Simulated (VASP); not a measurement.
# Al15Ni16 (a cell with a defect) in VASP: further runs

The runs below take Al15Ni16 (a cell with a defect) through relaxation of the atoms, single point, with PBE.

Program: VASP 6.6.1. These are calculated values, not measurements. Logs are shortened: lines on timing, memory, paths and dates and some standing lists are left out, and cuts for length are marked.

## 1. The cell of the first run

The cell holds a defect, 31 atoms: a = 8.179 Å, b = 8.179 Å, c = 8.179 Å, α = 60.00°, β = 60.00°, γ = 60.00°.

## 2. Relaxation of the atoms, PBE

Input file INCAR:

```
SYSTEM = Al15Ni16
ALGO = Normal ; EDIFF = 1E-7
EDIFFG = -0.02 ; ENCUT = 520
GGA = PE ; IBRION = 2
ISIF = 2 ; ISMEAR = 1
LASPH = .True. ; LCHARG = .False.
LREAL = Auto ; LUSENCCL = .False.
LWAVE = .False. ; NELM = 60
NSW = 90 ; PREC = Accurate
SIGMA = 0.1
```

Input file KPOINTS:

```
k-points
0
Gamma
  2 2 2
  0 0 0
```

Input file POSCAR:

```
Al15Ni16
1.0
    0.0000000000      5.7836525300      5.7836525300
    5.7836525300      0.0000000000      5.7836525300
    5.7836525300      5.7836525300      0.0000000000
Al Ni
15 16
Direct
    0.1250000000      0.1250000000      0.1250000000
    0.3750000000      0.3750000000      0.3750000000
    0.1250000000      0.1250000000      0.6250000000
    0.3750000000      0.3750000000      0.8750000000
    0.1250000000      0.6250000000      0.1250000000
    0.3750000000      0.8750000000      0.3750000000
    0.3750000000      0.8750000000      0.8750000000
    0.6250000000      0.1250000000      0.1250000000
    0.8750000000      0.3750000000      0.3750000000
    0.6250000000      0.1250000000      0.6250000000
    0.8750000000      0.3750000000      0.8750000000
    0.6250000000      0.6250000000      0.1250000000
    0.8750000000      0.8750000000      0.3750000000
    0.6250000000      0.6250000000      0.6250000000
    0.8750000000      0.8750000000      0.8750000000
    0.0000000000      0.0000000000      0.0000000000
    0.2500000000      0.2500000000      0.2500000000
    0.0000000000      0.0000000000      0.5000000000
    0.2500000000      0.2500000000      0.7500000000
    0.0000000000      0.5000000000      0.0000000000
    0.2500000000      0.7500000000      0.2500000000
    0.0000000000      0.5000000000      0.5000000000
    0.2500000000      0.7500000000      0.7500000000
    0.5000000000      0.0000000000      0.0000000000
    0.7500000000      0.2500000000      0.2500000000
    0.5000000000      0.0000000000      0.5000000000
    0.7500000000      0.2500000000      0.7500000000
    0.5000000000      0.5000000000      0.0000000000
    0.7500000000      0.7500000000      0.2500000000
    0.5000000000      0.5000000000      0.5000000000
    0.7500000000      0.7500000000      0.7500000000
```

Potentials or basis: VASP PAW PBE potentials, release 64 (Al, Ni).

Command:

```console
cat potpaw_PBE.64/Al/POTCAR potpaw_PBE.64/Ni/POTCAR > POTCAR
mpirun -np 1 vasp_std > vasp.out
```

OUTCAR:

```text
SYSTEM = Al15Ni16
   EDIFF = 1E-7
   EDIFFG = -0.02
   ENCUT = 520
   GGA = PE
   IBRION = 2
   ISIF = 2
   ISMEAR = 1
   LASPH = .True.
   LREAL = Auto
   NELM = 60
   NSW = 90
   PREC = Accurate

 ion  position               nearest neighbor table
   1  0.125  0.125  0.125-  18 2.50  19 2.50  20 2.50  21 2.50  24 2.50  25 2.50  16 2.50  17 2.50
                             7 2.89   9 2.89  11 2.89  13 2.89   4 2.89   6 2.89
   2  0.375  0.375  0.375-  19 2.50  21 2.50  22 2.50  25 2.50  26 2.50  28 2.50  17 2.50  30 2.50
                            10 2.89  12 2.89   3 2.89   5 2.89   8 2.89
   3  0.125  0.125  0.625-  16 2.50  17 2.50  22 2.50  23 2.50  26 2.50  27 2.50  18 2.50  19 2.50
                             7 2.89   9 2.89  11 2.89  15 2.89   2 2.89   6 2.89
   4  0.375  0.375  0.875-  17 2.50  20 2.50  23 2.50  24 2.50  27 2.50  30 2.50  28 2.50  19 2.50
                            10 2.89  14 2.89   1 2.89   5 2.89   8 2.89
   5  0.125  0.625  0.125-  16 2.50  17 2.50  22 2.50  23 2.50  28 2.50  29 2.50  20 2.50  21 2.50
                             7 2.89   9 2.89  13 2.89  15 2.89   2 2.89   4 2.89
   6  0.375  0.875  0.375-  17 2.50  18 2.50  23 2.50  24 2.50  29 2.50  30 2.50  21 2.50  26 2.50
                            12 2.89  14 2.89   1 2.89   3 2.89   8 2.89
   7  0.375  0.875  0.875-  16 2.50  19 2.50  21 2.50  26 2.50  28 2.50  31 2.50  24 2.50  23 2.50
                             5 2.89  10 2.89  12 2.89  14 2.89   1 2.89   3 2.89
   8  0.625  0.125  0.125-  16 2.50  17 2.50  26 2.50  27 2.50  28 2.50  29 2.50  24 2.50  25 2.50
                             6 2.89  11 2.89  13 2.89  15 2.89   2 2.89   4 2.89
   9  0.875  0.375  0.375-  17 2.50  18 2.50  20 2.50  27 2.50  29 2.50  30 2.50  25 2.50  22 2.50
[... 31 lines left out ...]
  25  0.750  0.250  0.250-   1 2.50   2 2.50  10 2.50  11 2.50  12 2.50  13 2.50   8 2.50   9 2.50
                            16 2.89  18 2.89  20 2.89  26 2.89  28 2.89  30 2.89
  26  0.500  0.000  0.500-   2 2.50   3 2.50   7 2.50   8 2.50  13 2.50  14 2.50   6 2.50  10 2.50
                            17 2.89  19 2.89  23 2.89  25 2.89  29 2.89  31 2.89
  27  0.750  0.250  0.750-   3 2.50   4 2.50   8 2.50   9 2.50  14 2.50  15 2.50  10 2.50  11 2.50
                            16 2.89  18 2.89  22 2.89  24 2.89  28 2.89  30 2.89
  28  0.500  0.500  0.000-   2 2.50   5 2.50   7 2.50   8 2.50  11 2.50  14 2.50  12 2.50   4 2.50
                            17 2.89  21 2.89  23 2.89  25 2.89  27 2.89  31 2.89
  29  0.750  0.750  0.250-   5 2.50   6 2.50   8 2.50   9 2.50  14 2.50  15 2.50  12 2.50  13 2.50
                            16 2.89  20 2.89  22 2.89  24 2.89  26 2.89  30 2.89
  30  0.500  0.500  0.500-   4 2.50   6 2.50   9 2.50  10 2.50  12 2.50   2 2.50  14 2.50  19 2.89
                            21 2.89  23 2.89  25 2.89  27 2.89  29 2.89
  31  0.750  0.750  0.750-   7 2.50  10 2.50  11 2.50  12 2.50  13 2.50  14 2.50  15 2.50  18 2.89
                            20 2.89  22 2.89  24 2.89  26 2.89  28 2.89

  LATTYP: Found a face centered cubic cell.
 ALAT       =    11.5673050600

  Lattice vectors:

 A1 = (   0.0000000000,   5.7836525300,   5.7836525300)
 A2 = (   5.7836525300,   0.0000000000,   5.7836525300)
 A3 = (   5.7836525300,   5.7836525300,   0.0000000000)

Analysis of symmetry for initial positions (statically):
=====================================================================
 Subroutine PRICEL returns:
 Original cell was already a primitive cell.
[... 185 lines left out ...]
   GGA     = PE    functional components
   LHFCALC =     F    Hartree Fock is set to
   AEXX    =    0.0000 exact exchange contribution
   IVDW    =     0    specifies the selected vdW correction
   LEPSILON=     F    determine dielectric tensor
   LRPA    =     F    only Hartree local field effects (RPA)
 conjugate gradient relaxation of ions
 non-spin polarized calculation
 Methfessel and Paxton  Order N= 1 SIGMA  =   0.10
  energy-cutoff  :      520.00
  volume of cell :      386.93
 maximum number of plane-waves:     10478
 NGX is ok and might be reduce to    64
   NGX = 31   NGY = 31   NGZ = 31

--------------------------------------- Ionic step        1  -------------------------------------------

 number of electron     204.9999816 magnetization

 Free energy of the ion-electron system (eV)
  ---------------------------------------------------
  ext. energy  EPLUGINS =         0.00000000
  ---------------------------------------------------
  free energy    TOTEN  =      -161.53636422 eV

  energy without entropy =     -161.46017415  energy(sigma->0) =     -161.51096753

------------------------ aborting loop because EDIFF is reached ----------------------------------------

  FORCE on cell =-STRESS in cart. coord.  units (eV):
  Direction    XX          YY          ZZ          XY          YZ          ZX
  --------------------------------------------------------------------------------------
  -------------------------------------------------------------------------------------
  Total       -3.0225867     -3.0225867     -3.0225867      0.0000000      0.0000000      0.0000000
  in kB      -12.5156316    -12.5156316    -12.5156316      0.0000000      0.0000000      0.0000000
  external PRESSURE =     -12.5156316 kB  Pullay stress =       0.0000000 kB
[... 182 lines left out ...]
--------------------------------------- Ionic step        4  -------------------------------------------

 number of electron     204.9999856 magnetization

 Free energy of the ion-electron system (eV)
  ---------------------------------------------------
  ext. energy  EPLUGINS =         0.00000000
  ---------------------------------------------------
  free energy    TOTEN  =      -161.56093023 eV

  energy without entropy =     -161.49160890  energy(sigma->0) =     -161.53782312

 E-fermi :   9.2582     XC(G=0): -11.8274

 val. band max:        9.2552100425   @ k =   0.5000   0.0000   0.0000
 cond. band min:       9.2823096771   @ k =   0.5000   0.0000   0.0000
 fundamental gap:      0.0270996346
 Fermi energy:         9.2582492355

 k-point     1 :       0.0000    0.0000    0.0000
  band No.  band energies     occupation
      1      -1.4824      2.00000
      2       1.5257      2.00000
      3       1.5805      2.00000
      4       1.5805      2.00000
      5       1.5805      2.00000
      6       1.7654      2.00000
[... 340 lines left out ...]
    113      11.0289     -0.00000
    114      11.2585      0.00000
 [bands above 114 left out]

------------------------ aborting loop because EDIFF is reached ----------------------------------------

  FORCE on cell =-STRESS in cart. coord.  units (eV):
  Direction    XX          YY          ZZ          XY          YZ          ZX
  --------------------------------------------------------------------------------------
  -------------------------------------------------------------------------------------
  Total       -3.2588791     -3.2588791     -3.2588791      0.0000000     -0.0000000      0.0000000
  in kB      -13.4940482    -13.4940482    -13.4940482      0.0000000     -0.0000000      0.0000000
  external PRESSURE =     -13.4940482 kB  Pullay stress =       0.0000000 kB
[... 46 lines left out ...]
  FREE ENERGIE OF THE ION-ELECTRON SYSTEM (eV)
  ---------------------------------------------------
  free  energy   TOTEN  =      -161.5609302311 eV

  energy  without entropy=     -161.4916089023  energy(sigma->0) =     -161.53782312

 reached required accuracy - stopping structural energy minimisation
```

OSZICAR:

```text
N       E                     dE             d eps       ncg     rms          rms(c)
DAV:   1     0.154747929959E+04    0.15475E+04   -0.83507E+04   738   0.191E+03
DAV:   2    -0.693841043430E+00   -0.15482E+04   -0.14995E+04   738   0.434E+02
DAV:   3    -0.174994217701E+03   -0.17430E+03   -0.15852E+03   738   0.171E+02
[... 46 lines left out ...]
DAV:   4    -0.161560932424E+03    0.77105E-05   -0.92403E-05   945   0.533E-02    0.155E-02
DAV:   5    -0.161560931435E+03    0.98893E-06   -0.17581E-05   910   0.271E-02    0.126E-02
DAV:   6    -0.161560930407E+03    0.10278E-05   -0.65486E-06  1041   0.190E-02    0.627E-03
DAV:   7    -0.161560930223E+03    0.18449E-06   -0.18537E-06   798   0.126E-02    0.156E-03
DAV:   8    -0.161560930231E+03   -0.84792E-08   -0.97049E-08   378   0.232E-03
   4 F= -.16156093E+03 E0= -.16153782E+03  d E =-.245660E-01
```

CONTCAR:

```text
Al15Ni16
    1.000000000000000
     0.0000000000000000    5.7836525300000003    5.7836525300000003
     5.7836525300000003    0.0000000000000000    5.7836525300000003
     5.7836525300000003    5.7836525300000003    0.0000000000000000
  Al              Ni
    15    16
Direct
     0.1250000000000000    0.1250000000000000    0.1250000000000000
     0.3727093588577516    0.3772906411422484    0.3772906411422484
     0.1250000000000000    0.1250000000000000    0.6250000000000000
     0.3727093588577516    0.3772906411422484    0.8727093588577516
     0.1250000000000000    0.6250000000000000    0.1250000000000000
     0.3727093588577516    0.8727093588577516    0.3772906411422484
[... 23 lines left out ...]
     0.4990902104476678    0.5003032631841108    0.5003032631841108
     0.7509097895523321    0.7496967368158892    0.7496967368158892

  0.00000000E+00  0.00000000E+00  0.00000000E+00
  0.00000000E+00  0.00000000E+00  0.00000000E+00
  0.00000000E+00  0.00000000E+00  0.00000000E+00
  0.00000000E+00  0.00000000E+00  0.00000000E+00
  0.00000000E+00  0.00000000E+00  0.00000000E+00
  0.00000000E+00  0.00000000E+00  0.00000000E+00
[... 23 lines left out ...]
  0.00000000E+00  0.00000000E+00  0.00000000E+00
  0.00000000E+00  0.00000000E+00  0.00000000E+00
```

It took 3.3 min on 1 × NVIDIA H100 80GB with 1 thread of AMD EPYC 7R13 (Zen 3), shared host; peak memory 1.5 GiB.

What came out:

| Property | Result |
| --- | --- |
| Free energy | -161.5609 eV |
| Energy gained by relaxing | 0.8 meV/atom |
| Ionic steps | 4 |
| Pressure after relaxing | -1.3 GPa |
| Largest force after relaxing | 0.012 eV/Å |
| Band gap on the k mesh | zero (an odd number of electrons rules out a gap without spin polarisation) |

Forces on the atoms (eV/Å):
```
Al   0.000  0.000  0.000
Al   0.003  0.000  0.000
Al   0.000  0.000  0.000
Al   0.000 -0.003  0.000
Al   0.000  0.000  0.000
Al   0.000  0.000 -0.003
Al   0.000  0.000  0.000
Al   0.000  0.000  0.000
Al   0.000  0.000  0.000
Al   0.000  0.000  0.000
Al   0.000  0.000  0.003
Al   0.000  0.000  0.000
Al   0.000  0.003  0.000
Al   0.000  0.000  0.000
Al  -0.003  0.000  0.000
Ni   0.001 -0.001 -0.001
Ni  -0.001  0.001  0.001
Ni   0.007 -0.007  0.007
Ni  -0.007  0.007 -0.007
Ni   0.007  0.007 -0.007
Ni  -0.007 -0.007  0.007
Ni  -0.007 -0.007 -0.007
Ni   0.007  0.007  0.007
Ni   0.001  0.001  0.001
Ni  -0.001 -0.001 -0.001
Ni  -0.001 -0.001  0.001
Ni   0.001  0.001 -0.001
Ni  -0.001  0.001 -0.001
Ni   0.001 -0.001  0.001
Ni  -0.007  0.007  0.007
Ni   0.007 -0.007 -0.007
```

Step by step:
```csv
step,energy change (eV),largest force (eV/Å),pressure (GPa)
1,0.0000,0.2269,-1.25
2,-0.0162,0.1365,-1.31
3,-0.0244,0.0218,-1.34
4,-0.0246,0.0121,-1.35
```

Final structure:
```cif
data_structure
_symmetry_space_group_name_H-M 'P 1'
_symmetry_Int_Tables_number 1
_cell_length_a 8.1793
_cell_length_b 8.1793
_cell_length_c 8.1793
_cell_angle_alpha 60.000
_cell_angle_beta 60.000
_cell_angle_gamma 60.000
_cell_volume 386.93
loop_
_atom_site_label
_atom_site_type_symbol
_atom_site_fract_x
_atom_site_fract_y
_atom_site_fract_z
_atom_site_occupancy
Al1 Al 0.12500 0.12500 0.12500 1
Al2 Al 0.37271 0.37729 0.37729 1
Al3 Al 0.12500 0.12500 0.62500 1
Al4 Al 0.37271 0.37729 0.87271 1
Al5 Al 0.12500 0.62500 0.12500 1
Al6 Al 0.37271 0.87271 0.37729 1
Al7 Al 0.37500 0.87500 0.87500 1
Al8 Al 0.62500 0.12500 0.12500 1
Al9 Al 0.87500 0.37500 0.37500 1
Al10 Al 0.62500 0.12500 0.62500 1
Al11 Al 0.87729 0.37729 0.87271 1
Al12 Al 0.62500 0.62500 0.12500 1
Al13 Al 0.87729 0.87271 0.37729 1
Al14 Al 0.62500 0.62500 0.62500 1
Al15 Al 0.87729 0.87271 0.87271 1
Ni1 Ni 0.00184 0.99939 0.99939 1
Ni2 Ni 0.24816 0.25061 0.25061 1
Ni3 Ni 0.00030 0.99909 0.50030 1
Ni4 Ni 0.24970 0.25091 0.74970 1
Ni5 Ni 0.00030 0.50030 0.99909 1
Ni6 Ni 0.24970 0.74970 0.25091 1
Ni7 Ni 0.00030 0.50030 0.50030 1
Ni8 Ni 0.24970 0.74970 0.74970 1
Ni9 Ni 0.49939 0.99939 0.99939 1
Ni10 Ni 0.75061 0.25061 0.25061 1
Ni11 Ni 0.49939 0.99939 0.50184 1
Ni12 Ni 0.75061 0.25061 0.74816 1
Ni13 Ni 0.49939 0.50184 0.99939 1
Ni14 Ni 0.75061 0.74816 0.25061 1
Ni15 Ni 0.49909 0.50030 0.50030 1
Ni16 Ni 0.75091 0.74970 0.74970 1
```

Levels at points of the mesh, in eV from the Fermi level:
```tsv
k point	band 98	band 99	band 100	band 101	band 102	band 103	band 104	band 105	band 106	band 107
(0.00, 0.00, 0.00)	-0.82	-0.45	-0.45	-0.45	1.68	1.68	1.68	2.27	2.27	2.27
(0.50, 0.00, 0.00)	-0.09	-0.08	-0.08	-0.03	0.00	0.02	0.02	0.04	0.22	0.38
(0.50, 0.50, 0.00)	-0.48	-0.41	-0.39	-0.39	-0.29	-0.02	-0.02	0.05	0.05	1.08
```

Caveat: the k points lie up to 0.47 Å⁻¹ apart, too coarse for converged energies and pressures of a metal. Spin polarisation is off, so any magnetic state and its effect on volume and gap are missing.

## 3. Single point, PBE

Input file INCAR:

```
SYSTEM = Al15Ni16
  ALGO = Normal
  EDIFF = 1E-7
  ENCUT = 520
  GGA = PE
  ISIF = 2
  ISMEAR = 1
  LASPH = .True.
  LCHARG = .True.
  LELF = .True.
  LREAL = Auto
  LUSENCCL = .False.
  LVHAR = .True.
  LWAVE = .False.
  NBANDS = 124
  NELM = 80
  PREC = Accurate
  SIGMA = 0.1
```

Input file KPOINTS:

```
k-points
0
Gamma
  4 4 4
  0 0 0
```

Input file POSCAR:

```
Al15Ni16
1.0
    0.0000000000      5.7836525300      5.7836525300
    5.7836525300      0.0000000000      5.7836525300
    5.7836525300      5.7836525300      0.0000000000
Al Ni
15 16
Direct
    0.1241735700      0.1253370700      0.1253482500
    0.3716566600      0.3779391700      0.3773876100
    0.1241933900      0.1254570800      0.6251248700
    0.3720321200      0.3779982400      0.8725807200
    0.1241678300      0.6252096400      0.1254986400
    0.3716228100      0.8728890300      0.3775968700
    0.3739911400      0.8757609100      0.8754122700
    0.6241722900      0.1254764700      0.1253210200
    0.8745437800      0.3753473900      0.3748241900
    0.6240944600      0.1253238100      0.6250368200
    0.8765057400      0.3776031700      0.8731829100
    0.6242362900      0.6253175700      0.1252176500
    0.8765957700      0.8730354500      0.3777331900
    0.6241129000      0.6255341700      0.6250246600
    0.8771046400      0.8728712600      0.8726823700
    0.0008373600     -0.0002855500     -0.0000757200
    0.2475581600      0.2510893500      0.2506044300
   -0.0009063300      0.0000481500      0.5004875200
    0.2485485500      0.2520933000      0.7498340300
    0.0003118600      0.5005850400     -0.0012427400
    0.2488960400      0.7503718600      0.2507728200
   -0.0011834000      0.5004405900      0.5011198800
    0.2493546300      0.7505418400      0.7501409000
    0.4997306100     -0.0001883900     -0.0010884600
    0.7491277200      0.2509411300      0.2511064400
    0.4981237900     -0.0003463600      0.5021597900
    0.7497033300      0.2509493300      0.7483903600
    0.4989000600      0.5021567800     -0.0008069200
    0.7496169200      0.7486383500      0.2509147000
    0.4992609300      0.5001623200      0.4997137900
    0.7497570400      0.7500671200      0.7505907300
```

Potentials or basis: VASP PAW PBE potentials, release 64 (Al, Ni).

Command:

```console
cat potpaw_PBE.64/Al/POTCAR potpaw_PBE.64/Ni/POTCAR > POTCAR
mpirun -np 1 vasp_std > vasp.out
```

It took 9.2 min on 1 × NVIDIA H100 80GB with 1 thread of AMD EPYC 7R13 (Zen 3), shared host; peak memory 2.2 GiB.

It converged, with:

| Quantity | Value |
| --- | --- |
| Free energy | -162.3579 eV |
| Pressure | -1.9 GPa |
| Largest force | 0.072 eV/Å |
| Band gap on the k mesh | zero (an odd number of electrons rules out a gap without spin polarisation) |

Forces on the atoms (eV/Å):
```
Al  -0.005 -0.002  0.013
Al   0.016  0.000 -0.008
Al   0.013  0.002 -0.001
Al  -0.010 -0.009 -0.001
Al   0.004 -0.005  0.006
Al   0.000  0.001 -0.005
Al  -0.002  0.002  0.007
Al  -0.008 -0.002 -0.006
Al   0.006 -0.009 -0.003
Al   0.005  0.003 -0.003
Al  -0.003 -0.006  0.010
Al  -0.002  0.000  0.009
Al  -0.001  0.011 -0.014
Al  -0.001  0.008  0.000
Al  -0.006  0.000 -0.005
Ni   0.041 -0.037 -0.038
Ni  -0.046  0.040  0.034
Ni  -0.025  0.020 -0.010
Ni  -0.001 -0.007  0.007
Ni   0.000 -0.019  0.002
Ni   0.014  0.016 -0.019
Ni   0.005  0.011  0.034
Ni  -0.022 -0.018 -0.021
Ni   0.059  0.033  0.016
Ni  -0.048 -0.029 -0.025
Ni  -0.038 -0.037  0.049
Ni   0.037  0.043 -0.034
Ni  -0.024  0.040 -0.043
Ni   0.033 -0.036  0.044
Ni   0.038 -0.014 -0.014
Ni  -0.028  0.000  0.019
```

Levels at points of the mesh, in eV from the Fermi level:
```csv
k point,band 100,band 101,band 102,band 103,band 104,band 105
"(0.00, 0.00, 0.00)",-0.44,-0.44,1.68,1.68,1.68,2.29
"(0.50, 0.00, 0.00)",-0.08,-0.05,0.00,0.04,0.04,0.05
"(0.00, 0.50, 0.00)",-0.08,-0.05,0.00,0.04,0.05,0.05
"(0.00, 0.00, 0.50)",-0.08,-0.05,0.00,0.04,0.05,0.05
"(0.50, 0.50, 0.50)",-0.08,-0.05,0.00,0.04,0.04,0.05
"(0.50, 0.50, 0.00)",-0.39,-0.39,-0.28,-0.01,-0.01,0.07
"(0.00, 0.50, 0.50)",-0.39,-0.39,-0.28,-0.01,-0.01,0.07
"(0.50, 0.00, 0.50)",-0.39,-0.39,-0.28,-0.01,-0.01,0.07
```

Spin polarisation is off, so any magnetic state and its effect on volume and gap are missing.

[end of part 1 of 2]

The gap in the log of VASP goes by the Fermi energy; the results here count the filled bands.